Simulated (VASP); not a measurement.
# Sc3H (I4_1/amd) in VASP: single point with PBE

Aim: the single point of Sc3H with PBE.

Program: VASP 6.6.1. These are calculated values, not measurements. Logs are shortened: lines on timing, memory, paths and dates and some standing lists are left out, and cuts for length are marked.

### 1 The cell of the first run

The structure is tetragonal, space group I4_1/amd (No. 141). The conventional cell has a = 6.212 Å, b = 6.212 Å, c = 8.725 Å, α = 90.00°, β = 90.00°, γ = 90.00°. Sc (site symmetry 2/m) has 2 H at 1.90 Å within 2.5 Å. Sc (site symmetry -4m2) has 16 Sc at 3.62 to 3.80 Å and 10 H at 3.80 to 4.39 Å within 4.8 Å. Within 2.5 Å of H (site symmetry -4m2) lie 4 Sc at 1.90 Å.

The cell was generated, and may not be a known phase.

### 2 Single point, PBE, collinear spin

INCAR reads:

```
SYSTEM = Sc3H
PREC = Accurate
ENCUT = 520
EDIFF = 1E-7
ISMEAR = 0
SIGMA = 0.1
LREAL = .False.
LASPH = .True.
NELM = 150
ALGO = Normal
ISIF = 2
LWAVE = .False.
LCHARG = .False.
ISPIN = 2
MAGMOM = 1 1 1 1 1 1 0 0
LORBIT = 11
LMAXMIX = 4
GGA = PE
NBANDS = 48
```

KPOINTS reads:

```
Automatic mesh
0
Gamma
  4 4 4
  0 0 0
```

POSCAR reads:

```
Sc3H
1.0
   -3.1058552427      3.1058552427      4.3626854397
    3.1058552427     -3.1058552427      4.3626854397
    3.1058552427      3.1058552427     -4.3626854397
Sc H
6 2
Direct
    0.3750000000      0.6250000000      0.7500000000
    0.8750000000      0.6250000000      0.2500000000
    0.3750000000      0.1250000000      0.7500000000
    0.3750000000      0.6250000000      0.2500000000
    0.7500000000      0.2500000000      0.5000000000
    0.0000000000      0.0000000000      0.0000000000
    0.5000000000      0.5000000000      0.0000000000
    0.2500000000      0.7500000000      0.5000000000
```

Potentials or basis: VASP PAW PBE potentials, release 64 (Sc_sv, H).

On the command line:

```sh
> cat potpaw_PBE.64/Sc_sv/POTCAR potpaw_PBE.64/H/POTCAR > POTCAR
> mpirun -np 1 vasp_std > vasp.out
```

OUTCAR:

```text
SYSTEM = Sc3H
   PREC = Accurate
   ENCUT = 520
   EDIFF = 1E-7
   ISMEAR = 0
   LREAL = .False.
   LASPH = .True.
   NELM = 150
   ISIF = 2
   ISPIN = 2
   LORBIT = 11
   GGA = PE

 ion  position               nearest neighbor table
   1  0.375  0.625  0.750-   7 1.90   8 1.90   3 3.10   4 3.10   4 3.10   3 3.10   2 3.11   2 3.11

   2  0.875  0.625  0.250-   7 1.90   8 1.90   3 3.10   4 3.10   4 3.10   3 3.10   1 3.11   1 3.11

   3  0.375  0.125  0.750-   7 1.90   8 1.90   1 3.10   2 3.10   1 3.10   2 3.10   4 3.11   4 3.11

   4  0.375  0.625  0.250-   7 1.90   8 1.90   1 3.10   2 3.10   1 3.10   2 3.10   3 3.11   3 3.11

   5  0.750  0.250  0.500-
   6  0.000  0.000  0.000-
   7  0.500  0.500  0.000-   1 1.90   2 1.90   3 1.90   4 1.90
   8  0.250  0.750  0.500-   1 1.90   2 1.90   3 1.90   4 1.90

  LATTYP: Found a body centered tetragonal cell.
 ALAT       =     6.2117104854
 C/A-ratio  =     1.4046647699

  Lattice vectors:

 A1 = (  -3.1058552427,   3.1058552427,   4.3626854397)
 A2 = (   3.1058552427,  -3.1058552427,   4.3626854397)
 A3 = (   3.1058552427,   3.1058552427,  -4.3626854397)

Analysis of symmetry for initial positions (statically):
=====================================================================
 Subroutine PRICEL returns:
 Original cell was already a primitive cell.

 Routine SETGRP: Setting up the symmetry group for a
 body centered tetragonal supercell.

 Subroutine GETGRP returns: Found 16 space group operations
 (whereof  8 operations were pure point group operations)
 out of a pool of 16 trial point group operations.

The static configuration has the point symmetry D_2d.
 The point group associated with its full space group is D_4h.

Analysis of symmetry for dynamics (positions and initial velocities):
=====================================================================
 Subroutine PRICEL returns:
 Original cell was already a primitive cell.

 Routine SETGRP: Setting up the symmetry group for a
 body centered tetragonal supercell.

 Subroutine GETGRP returns: Found 16 space group operations
 (whereof  8 operations were pure point group operations)
 out of a pool of 16 trial point group operations.

The dynamic configuration has the point symmetry D_2d.
 The point group associated with its full space group is D_4h.

Analysis of structural, dynamic, and magnetic symmetry:
=====================================================================
 Subroutine PRICEL returns:
 Original cell was already a primitive cell.

 Routine SETGRP: Setting up the symmetry group for a
 body centered tetragonal supercell.

 Subroutine GETGRP returns: Found 16 space group operations
 (whereof  8 operations were pure point group operations)
 out of a pool of 16 trial point group operations.

The overall configuration has the point symmetry D_2d.
 The point group associated with its full space group is D_4h.

 Subroutine INISYM returns: Found 16 space group operations
 (whereof  8 operations are pure point group operations),
 and found     1 'primitive' translations

----------------------------------------------------------------------------------------

                                     Primitive cell

  volume of cell :     168.3357

  direct lattice vectors                    reciprocal lattice vectors
    -3.105855243  3.105855243  4.362685440     0.000000000  0.160986254  0.114608309
     3.105855243 -3.105855243  4.362685440     0.160986254  0.000000000  0.114608309
     3.105855243  3.105855243 -4.362685440     0.160986254  0.160986254  0.000000000

  length of vectors
     6.190775220  6.190775220  6.190775220     0.197614874  0.197614874  0.227668943

  position of ions in fractional coordinates (direct lattice)
     0.375000000  0.625000000  0.750000000
     0.875000000  0.625000000  0.250000000
     0.375000000  0.125000000  0.750000000
     0.375000000  0.625000000  0.250000000
     0.750000000  0.250000000  0.500000000
     0.000000000  0.000000000  0.000000000
     0.500000000  0.500000000  0.000000000
     0.250000000  0.750000000  0.500000000

  ion indices of the primitive-cell ions
[... 54 lines left out ...]
   dimension x,y,z NGX =    48 NGY =   48 NGZ =   48
   dimension x,y,z NGXF=    96 NGYF=   96 NGZF=   96
   ions per type =               6   2
   NGX,Y,Z   is equivalent  to a cutoff of  12.89, 12.89, 12.89 a.u.
   NGXF,Y,Z  is equivalent  to a cutoff of  25.78, 25.78, 25.78 a.u.
 SYSTEM =  Sc3H
   PREC   = accura    normal or accurate (medium, high low for compatibility)
   ISTART =      0    job   : 0-new  1-cont  2-samecut
   ICHARG =      2    charge: 1-file 2-atom 10-const
   ISPIN  =      2    spin polarized calculation?
   LNONCOLLINEAR =      F non collinear calculations
   LSORBIT =      F    spin-orbit coupling
   LASPH  =      T    aspherical Exc in radial PAW
   ENCUT  =  520.0 eV  38.22 Ry    6.18 a.u.  11.51 11.51 11.51*2*pi/ulx,y,z
   NELM   =    150;   NELMIN=  2; NELMDL= -5     # of ELM steps
   EDIFF  = 0.1E-06   stopping-criterion for ELM
   LREAL  =      F    real-space projection
   EDIFFG = 0.1E-05   stopping-criterion for IOM
   NSW    =      0    number of steps for IOM
   IBRION =     -1    ionic relax: 0-MD 1-quasi-New 2-CG
   NFREE  =      0    steps in history (QN), initial steepest desc. (CG)
   ISIF   =      2    stress and relaxation
   ISYM   =      2    0-nonsym 1-usesym 2-fastsym
   POTIM  = 0.5000    time-step for ionic-motion
   TEBEG  =    0.0;   TEEND  =   0.0 temperature during run
   PSTRESS=    0.0 pullay stress
   NELECT =      68.0000    total number of electrons
   NUPDOWN=      -1.0000    fix difference up-down
   EMIN   =  10.00;   EMAX   =-10.00  energy-range for DOS
   EFERMI =   0.00;   METHOD = LEGACY
   ISMEAR =     0;   SIGMA  =   0.10  broadening in eV -4-tet -1-fermi 0-gaus
   EFERMI_NEDOS =   21; number of points for ismear=-14 and -15
   IALGO  =     38    algorithm
   IMIX   =      4    mixing-type and parameters
     AMIX     =   0.40;   BMIX     =  1.00
     AMIX_MAG =   1.60;   BMIX_MAG =  1.00
  volume/ion in A,a.u.               =      21.04       142.00
  Fermi-wavevector in a.u.,A,eV,Ry     =   1.210187  2.286921 19.926437  1.464552
  Thomas-Fermi vector in A             =   2.345741
   LORBIT       =     11    0 simple, 1 ext, 2 COOP (PROOUT), +10 PAW based schemes
   GGA     = PE    functional components
   LHFCALC =     F    Hartree Fock is set to
   AEXX    =    0.0000 exact exchange contribution
   IVDW    =     0    specifies the selected vdW correction
   LEPSILON=     F    determine dielectric tensor
   LRPA    =     F    only Hartree local field effects (RPA)
 spin polarized calculation
 Gauss-broadening in eV      SIGMA  =   0.10
  energy-cutoff  :      520.00
  volume of cell :      168.34
 maximum number of plane-waves:      4568
 NGX is ok and might be reduce to    48
   NGX = 23   NGY = 23   NGZ = 23

 number of electron      67.9999986 magnetization      -0.0002101

 number of electron      67.9999986 magnetization       0.0001034

 Free energy of the ion-electron system (eV)
  ---------------------------------------------------
  ext. energy  EPLUGINS =         0.00000000
  ---------------------------------------------------
  free energy    TOTEN  =       -44.41545416 eV

  energy without entropy =      -44.36117381  energy(sigma->0) =      -44.38831398

 E-fermi :   3.1539     XC(G=0):  -9.4847

 val. band max:        3.1519064868   @ k =   0.2500   0.0000  -0.0000
 cond. band min:       3.1578620871   @ k =   0.0000   0.0000   0.0000
 fundamental gap:      0.0059556003
 Fermi energy:         3.1539200947

 spin component 1

 k-point     1 :       0.0000    0.0000    0.0000
  band No.  band energies     occupation
      1     -47.2740      1.00000
      2     -47.2691      1.00000
      3     -46.4501      1.00000
      4     -46.3699      1.00000
      5     -46.3699      1.00000
      6     -46.3684      1.00000
[... 626 lines left out ...]
     45       5.3279      0.00000
     46       5.3281      0.00000
 Fermi energy:         3.1539200947

 spin component 2

 k-point     1 :       0.0000    0.0000    0.0000
  band No.  band energies     occupation
      1     -47.2740      1.00000
      2     -47.2691      1.00000
      3     -46.4501      1.00000
      4     -46.3699      1.00000
      5     -46.3699      1.00000
      6     -46.3684      1.00000
[... 626 lines left out ...]
     45       5.3278      0.00000
     46       5.3282      0.00000
 [bands above 46 left out]

------------------------ aborting loop because EDIFF is reached ----------------------------------------

  FORCE on cell =-STRESS in cart. coord.  units (eV):
  Direction    XX          YY          ZZ          XY          YZ          ZX
  --------------------------------------------------------------------------------------
  -------------------------------------------------------------------------------------
  Total        0.0558568      0.0558568      0.3707441      0.0000000      0.0000000      0.0000000
  in kB        0.5316311      0.5316311      3.5286499      0.0000000      0.0000000      0.0000000
  external PRESSURE =       1.5306374 kB  Pullay stress =       0.0000000 kB

 VOLUME and BASIS-vectors are now :
 -----------------------------------------------------------------------------
  energy-cutoff  :      520.00
  volume of cell :      168.34
      direct lattice vectors                 reciprocal lattice vectors
    -3.105855243  3.105855243  4.362685440     0.000000000  0.160986254  0.114608309
     3.105855243 -3.105855243  4.362685440     0.160986254  0.000000000  0.114608309
     3.105855243  3.105855243 -4.362685440     0.160986254  0.160986254  0.000000000

 POSITION                                       TOTAL-FORCE (eV/Angst)
 -----------------------------------------------------------------------------------
      3.10586      1.55293      1.09067        -0.000000      0.000000      0.000000
     -0.00000      1.55293      5.45336        -0.000000      0.000000      0.000000
      1.55293      3.10586     -1.09067        -0.000000      0.000000      0.000000
      1.55293     -0.00000      3.27201        -0.000000      0.000000      0.000000
      0.00000      3.10586      2.18134        -0.000000     -0.000000     -0.000000
      0.00000      0.00000      0.00000         0.000000     -0.000000      0.000000
      0.00000      0.00000      4.36269         0.000000     -0.000000      0.000000
      3.10586      0.00000      2.18134        -0.000000      0.000000     -0.000000
 -----------------------------------------------------------------------------------
    total drift:                                0.000000     -0.000000      0.000000

  FREE ENERGIE OF THE ION-ELECTRON SYSTEM (eV)
  ---------------------------------------------------
  free  energy   TOTEN  =       -44.4154541571 eV

  energy  without entropy=      -44.3611738129  energy(sigma->0) =      -44.38831398

 total charge

# of ion       s       p       d       tot
------------------------------------------
    1        2.255   6.139   1.054   9.447
    2        2.255   6.139   1.054   9.447
    3        2.255   6.139   1.054   9.447
    4        2.255   6.139   1.054   9.447
    5        2.214   6.105   0.779   9.099
    6        2.214   6.105   0.779   9.099
    7        0.631   0.016   0.000   0.647
    8        0.631   0.016   0.000   0.647
--------------------------------------------------
tot         14.710  36.799   5.772  57.281

 magnetization (x)

# of ion       s       p       d       tot
------------------------------------------
    1       -0.000   0.000  -0.000  -0.000
    2       -0.000   0.000  -0.000  -0.000
    3       -0.000   0.000  -0.000  -0.000
    4       -0.000   0.000  -0.000  -0.000
    5        0.000   0.000   0.000   0.000
    6        0.000   0.000   0.000   0.000
    7        0.000   0.000   0.000   0.000
    8        0.000   0.000   0.000   0.000
--------------------------------------------------
tot          0.000   0.000   0.000   0.000
```

Wall time 13 min (1 thread of Intel Xeon Platinum 8259CL at 2.50GHz (Skylake/Cascade Lake), shared host); peak memory 0.47 GiB.

Results:

```yaml
Free_energy: -44.4155 eV
Pressure: 0.2 GPa
Band_gap_on_the_k_mesh: zero (filled and empty bands overlap)
Net_moment: 0.00 μB per cell
Valence_electrons_inside_the_program's_atomic_spheres: Sc 9.45, 9.10 (each value once); H 0.65
```
